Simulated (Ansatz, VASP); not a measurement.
## Two plane-wave programs on Ru

```xyz
2
Lattice="2.7183 0.0000 0.0000 -1.3592 2.3541 0.0000 0.0000 0.0000 4.2981" Properties=species:S:1:pos:R:3 pbc="T T T"
Ru    0.0000    1.5694    1.0745
Ru    1.3592    0.7847    3.2236
```

Alike in both runs: functional PBE; k mesh 9 × 9 × 6; occupations gaussian, width 0.1 eV; no spin polarisation.

Ansatz relaxed the structure, and its values are those at the end. VASP's run is a single point on that final structure, the one shown.

```csv
,VASP,Ansatz
version,VASP 6.6.1,Ansatz 0.2.0
potentials or method,"VASP PAW PBE potentials, release 64 (Ru_pv), cutoff 500 eV","scalar-relativistic, plane waves, PAW"
valence electrons in the cell,28,32
```

|  | VASP | Ansatz | Ansatz less VASP |
| --- | --- | --- | --- |
| gap on the k mesh at the Fermi level (eV) | none | none | - |
| pressure (GPa) | 0.0 | 0.1 | +0.04 |

A gap of «none» marks a metal or a gap that the smearing closes. With one functional, cell and mesh, what is left measures potentials, basis and numerics. VASP's potentials hold 28 valence electrons a cell and Ansatz's 32, so a difference there can come from the potentials and not from the codes.
